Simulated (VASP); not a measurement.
# Pb (P6_3/mmc) in VASP: a series of runs

The runs below take Pb through single point, relaxation of cell and atoms, with PBEsol.

Program: VASP 6.6.1. These are calculated values, not measurements. Logs are shortened: lines on timing, memory, paths and dates and some standing lists are left out, and cuts for length are marked.

## 1. The cell of the first run

The structure is hexagonal, space group P6_3/mmc (No. 194). The conventional cell has a = 3.512 Å, b = 3.512 Å, c = 16.837 Å, α = 90.00°, β = 90.00°, γ = 120.00°. Pb (site symmetry -6m2) has 12 Pb at 3.48 to 3.51 Å within 4.6 Å. Pb (site symmetry 3m) has 12 Pb at 3.44 to 3.51 Å within 4.5 Å.

This isn't the form of Pb at room conditions, which is fcc.

## 2. Single point, PBEsol

The input, INCAR:

```
ALGO = Fast
EDIFF = 1E-6
ENCUT = 520
GGA = PS
ISIF = 2
ISMEAR = 0
LASPH = True
LCHARG = True
LELF = True
LREAL = False
LVHAR = True
LWAVE = False
NBANDS = 51
NELM = 100
PREC = Accurate
SIGMA = 0.1
```

The input, KPOINTS:

```
k-points
0
Gamma
  15 15 3
```

The input, POSCAR:

```
Pb
1.0
    3.5124844279      0.0000000000      0.0000000000
   -1.7562422139      3.0419007449      0.0000000000
    0.0000000000      0.0000000000     16.8373667741
Pb
6
Direct
    0.0000000000      0.0000000000      0.0000000000
    0.3333333333      0.6666666667      0.1676217431
    0.6666666667      0.3333333333      0.3323782569
    0.0000000000      0.0000000000      0.5000000000
    0.6666666667      0.3333333333      0.6676217431
    0.3333333333      0.6666666667      0.8323782569
```

Potentials or basis: VASP PAW PBE potentials, release 64 (Pb_d).

On the command line:

```bash
cat potpaw_PBE.64/Pb_d/POTCAR > POTCAR
mpirun -np 1 vasp_std > vasp.out
```

OUTCAR:

```text
EDIFF = 1E-6
   ENCUT = 520
   GGA = PS
   ISIF = 2
   ISMEAR = 0
   LASPH = True
   LREAL = False
   NELM = 100
   PREC = Accurate

 ion  position               nearest neighbor table
   1  0.000  0.000  0.000-   2 3.48   6 3.48   2 3.48   6 3.48   2 3.48   6 3.48
   2  0.333  0.667  0.168-   3 3.44   3 3.44   3 3.44   1 3.48   1 3.48   1 3.48
   3  0.667  0.333  0.332-   2 3.44   2 3.44   2 3.44   4 3.48   4 3.48   4 3.48
   4  0.000  0.000  0.500-   3 3.48   5 3.48   3 3.48   5 3.48   3 3.48   5 3.48
   5  0.667  0.333  0.668-   6 3.44   6 3.44   6 3.44   4 3.48   4 3.48   4 3.48
   6  0.333  0.667  0.832-   5 3.44   5 3.44   5 3.44   1 3.48   1 3.48   1 3.48

  LATTYP: Found a hexagonal cell.
 ALAT       =     3.5124844279
 C/A-ratio  =     4.7935776285

  Lattice vectors:

 A1 = (   3.5124844279,   0.0000000000,   0.0000000000)
 A2 = (  -1.7562422139,   3.0419007449,   0.0000000000)
 A3 = (   0.0000000000,   0.0000000000,  16.8373667741)

Analysis of symmetry for initial positions (statically):
=====================================================================
 Subroutine PRICEL returns:
 Original cell was already a primitive cell.

 Routine SETGRP: Setting up the symmetry group for a
 hexagonal supercell.

 Subroutine GETGRP returns: Found 24 space group operations
 (whereof 12 operations were pure point group operations)
 out of a pool of 24 trial point group operations.

The static configuration has the point symmetry D_3h.
 The point group associated with its full space group is D_6h.

Analysis of symmetry for dynamics (positions and initial velocities):
=====================================================================
 Subroutine PRICEL returns:
 Original cell was already a primitive cell.

 Routine SETGRP: Setting up the symmetry group for a
 hexagonal supercell.

 Subroutine GETGRP returns: Found 24 space group operations
 (whereof 12 operations were pure point group operations)
 out of a pool of 24 trial point group operations.

The dynamic configuration has the point symmetry D_3h.
 The point group associated with its full space group is D_6h.

 Subroutine INISYM returns: Found 24 space group operations
 (whereof 12 operations are pure point group operations),
 and found     1 'primitive' translations

----------------------------------------------------------------------------------------

                                     Primitive cell

  volume of cell :     179.9010

  direct lattice vectors                    reciprocal lattice vectors
     3.512484428  0.000000000  0.000000000     0.284698771  0.164370912  0.000000000
    -1.756242214  3.041900745  0.000000000     0.000000000  0.328741824  0.000000000
     0.000000000  0.000000000 16.837366774     0.000000000  0.000000000  0.059391710

  length of vectors
     3.512484428  3.512484428 16.837366774     0.328741824  0.328741824  0.059391710

  position of ions in fractional coordinates (direct lattice)
     0.000000000  0.000000000  0.000000000
     0.333333333  0.666666667  0.167621743
     0.666666667  0.333333333  0.332378257
     0.000000000  0.000000000  0.500000000
     0.666666667  0.333333333  0.667621743
     0.333333333  0.666666667  0.832378257

  ion indices of the primitive-cell ions
   primitive index   ion index
                 1           1
                 2           2
                 3           3
                 4           4
                 5           5
                 6           6

----------------------------------------------------------------------------------------

 KPOINTS: k-points

Automatic generation of k-mesh.
 Grid dimensions read from file:
 generate k-points for:   15   15    3

 Generating k-lattice:

  Cartesian coordinates                     Fractional coordinates (reciprocal lattice)
     0.018979918  0.010958061  0.000000000     0.066666667  0.000000000  0.000000000
     0.000000000  0.021916122  0.000000000     0.000000000  0.066666667  0.000000000
     0.000000000  0.000000000  0.019797237     0.000000000  0.000000000  0.333333333

  Length of vectors
     0.021916122  0.021916122  0.019797237

  Shift w.r.t. Gamma in fractional coordinates (k-lattice)
     0.000000000  0.000000000  0.000000000

 Subroutine IBZKPT returns following result:
 ===========================================

 Found     54 irreducible k-points:

 Following reciprocal coordinates:
            Coordinates               Weight
  0.000000  0.000000  0.000000      1.000000
  0.066667  0.000000  0.000000      6.000000
  0.133333  0.000000  0.000000      6.000000
  0.200000  0.000000  0.000000      6.000000
  0.266667  0.000000  0.000000      6.000000
  0.333333  0.000000  0.000000      6.000000
[... 16 lines left out ...]
  0.333333  0.200000  0.000000     12.000000
  0.400000  0.200000  0.000000      6.000000
 [... further k-points ...]
   k-points           NKPTS =     54   k-points in BZ     NKDIM =     54   number of bands    NBANDS=     51
   number of dos      NEDOS =    301   number of ions     NIONS =      6
   total plane-waves  NPLWV =  98784
   dimension x,y,z NGX =    28 NGY =   28 NGZ =  126
   dimension x,y,z NGXF=    56 NGYF=   56 NGZF=  252
   ions per type =               6
   NGX,Y,Z   is equivalent  to a cutoff of  13.25, 13.25, 12.44 a.u.
   NGXF,Y,Z  is equivalent  to a cutoff of  26.50, 26.50, 24.88 a.u.
 SYSTEM =  unknown system
   PREC   = accura    normal or accurate (medium, high low for compatibility)
   ISTART =      0    job   : 0-new  1-cont  2-samecut
   ICHARG =      2    charge: 1-file 2-atom 10-const
   ISPIN  =      1    spin polarized calculation?
   LNONCOLLINEAR =      F non collinear calculations
   LSORBIT =      F    spin-orbit coupling
   LASPH  =      T    aspherical Exc in radial PAW
   ENCUT  =  520.0 eV  38.22 Ry    6.18 a.u.   6.53  6.53 31.31*2*pi/ulx,y,z
   NELM   =    100;   NELMIN=  2; NELMDL= -5     # of ELM steps
   EDIFF  = 0.1E-05   stopping-criterion for ELM
   LREAL  =      F    real-space projection
   EDIFFG = 0.1E-04   stopping-criterion for IOM
   NSW    =      0    number of steps for IOM
   IBRION =     -1    ionic relax: 0-MD 1-quasi-New 2-CG
   NFREE  =      0    steps in history (QN), initial steepest desc. (CG)
   ISIF   =      2    stress and relaxation
   ISYM   =      2    0-nonsym 1-usesym 2-fastsym
   POTIM  = 0.5000    time-step for ionic-motion
   TEBEG  =    0.0;   TEEND  =   0.0 temperature during run
   PSTRESS=    0.0 pullay stress
   NELECT =      84.0000    total number of electrons
   NUPDOWN=      -1.0000    fix difference up-down
   EMIN   =  10.00;   EMAX   =-10.00  energy-range for DOS
   EFERMI =   0.00;   METHOD = LEGACY
   ISMEAR =     0;   SIGMA  =   0.10  broadening in eV -4-tet -1-fermi 0-gaus
   EFERMI_NEDOS =   21; number of points for ismear=-14 and -15
   IALGO  =     68    algorithm
   IMIX   =      4    mixing-type and parameters
     AMIX     =   0.40;   BMIX     =  1.00
     AMIX_MAG =   1.60;   BMIX_MAG =  1.00
  volume/ion in A,a.u.               =      29.98       202.34
  Fermi-wavevector in a.u.,A,eV,Ry     =   1.270058  2.400061 21.946824  1.613046
  Thomas-Fermi vector in A             =   2.403065
   LORBIT       =      0    0 simple, 1 ext, 2 COOP (PROOUT), +10 PAW based schemes
   GGA     = PS    functional components
   LHFCALC =     F    Hartree Fock is set to
   AEXX    =    0.0000 exact exchange contribution
   IVDW    =     0    specifies the selected vdW correction
   LEPSILON=     F    determine dielectric tensor
   LRPA    =     F    only Hartree local field effects (RPA)
 non-spin polarized calculation
 RMM-DIIS sequential band-by-band and
 Gauss-broadening in eV      SIGMA  =   0.10
  energy-cutoff  :      520.00
  volume of cell :      179.90
 maximum number of plane-waves:      4916
 NGX is ok and might be reduce to    28
   NGX = 13   NGY = 13   NGZ = 63

 number of electron      84.0000008 magnetization

 Free energy of the ion-electron system (eV)
  ---------------------------------------------------
  ext. energy  EPLUGINS =         0.00000000
  ---------------------------------------------------
  free energy    TOTEN  =       -23.96657823 eV

  energy without entropy =      -23.95174082  energy(sigma->0) =      -23.95915952

 E-fermi :   7.2684     XC(G=0): -10.3956

 val. band max:        7.2659588984   @ k =   0.2667   0.2667   0.3333
 cond. band min:       7.3086906354   @ k =   0.1333   0.1333   0.3333
 fundamental gap:      0.0427317369
 Fermi energy:         7.2683901209

 k-point     1 :       0.0000    0.0000    0.0000
  band No.  band energies     occupation
      1      -9.8094      2.00000
      2      -9.7996      2.00000
      3      -9.7821      2.00000
      4      -9.7776      2.00000
      5      -9.7776      2.00000
      6      -9.7704      2.00000
[... 43 lines left out ...]
     50      13.9919      0.00000
     51      14.0960      0.00000

 k-point     2 :       0.0667    0.0000    0.0000
  band No.  band energies     occupation
      1      -9.8045      2.00000
      2      -9.7985      2.00000
      3      -9.7834      2.00000
      4      -9.7787      2.00000
      5      -9.7763      2.00000
      6      -9.7734      2.00000
[... 43 lines left out ...]
     50      13.9013      0.00000
     51      13.9374      0.00000

 k-point     3 :       0.1333    0.0000    0.0000
  band No.  band energies     occupation
      1      -9.8126      2.00000
      2      -9.8107      2.00000
      3      -9.7947      2.00000
      4      -9.7794      2.00000
      5      -9.7742      2.00000
      6      -9.7716      2.00000
[... 43 lines left out ...]
     50      12.7695      0.00000
     51      13.5606      0.00000
[... 1027 lines left out ...]
 k-point    23 :       0.3333    0.2000    0.0000
  band No.  band energies     occupation
      1      -9.8654      2.00000
      2      -9.8620      2.00000
      3      -9.8064      2.00000
      4      -9.8051      2.00000
      5      -9.7935      2.00000
      6      -9.7864      2.00000
[... 43 lines left out ...]
     50       9.7153      0.00000
     51      10.1624      0.00000

 k-point    24 :       0.4000    0.2000    0.0000
  band No.  band energies     occupation
      1      -9.8710      2.00000
      2      -9.8667      2.00000
      3      -9.8036      2.00000
      4      -9.7994      2.00000
      5      -9.7938      2.00000
      6      -9.7875      2.00000
[... 43 lines left out ...]
     50       9.6559      0.00000
     51      10.5667      0.00000

 [... further k-points ...]
[... 5 lines left out ...]
  --------------------------------------------------------------------------------------
  -------------------------------------------------------------------------------------
  Total       -0.0813477     -0.0813477     -0.0608400     -0.0000000      0.0000000      0.0000000
  in kB       -0.7244730     -0.7244730     -0.5418340     -0.0000000      0.0000000      0.0000000
  external PRESSURE =      -0.6635934 kB  Pullay stress =       0.0000000 kB

 VOLUME and BASIS-vectors are now :
 -----------------------------------------------------------------------------
  energy-cutoff  :      520.00
  volume of cell :      179.90
      direct lattice vectors                 reciprocal lattice vectors
     3.512484428  0.000000000  0.000000000     0.284698771  0.164370912  0.000000000
    -1.756242214  3.041900745  0.000000000     0.000000000  0.328741824  0.000000000
     0.000000000  0.000000000 16.837366774     0.000000000  0.000000000  0.059391710

 POSITION                                       TOTAL-FORCE (eV/Angst)
 -----------------------------------------------------------------------------------
      0.00000      0.00000      0.00000        -0.000000     -0.000000      0.000000
     -0.00000      2.02793      2.82231         0.000000     -0.000000     -0.000250
      1.75624      1.01397      5.59637        -0.000000      0.000000      0.000250
      0.00000      0.00000      8.41868        -0.000000     -0.000000      0.000000
      1.75624      1.01397     11.24099        -0.000000      0.000000     -0.000250
     -0.00000      2.02793     14.01506        -0.000000      0.000000      0.000250
 -----------------------------------------------------------------------------------
    total drift:                               -0.000000      0.000000      0.000000

  FREE ENERGIE OF THE ION-ELECTRON SYSTEM (eV)
  ---------------------------------------------------
  free  energy   TOTEN  =       -23.9665782281 eV

  energy  without entropy=      -23.9517408201  energy(sigma->0) =      -23.95915952
```

It took 4.4 min on 1 thread of Intel Xeon 6975P-C (Granite Rapids), shared host; peak memory 0.51 GiB.

Results:

| Property | Result |
| --- | --- |
| Free energy | -23.9666 eV |
| Pressure | -0.1 GPa |
| Band gap on the k mesh | zero (bands 42 and 43 overlap by 7.15 eV) |

Levels at points of the mesh, in eV from the Fermi level:
```
           k point  band 40  band 41  band 42  band 43  band 44  band 45
(0.00, 0.00, 0.00)     3.58     3.66     5.34     5.34     5.73     5.73
```

Caveat: the PAW data sets were made with another functional, which shifts forces and pressure a little; spin-orbit coupling is left out, which moves the levels of the heavy elements.

(Part 1 of 2 ends here.)
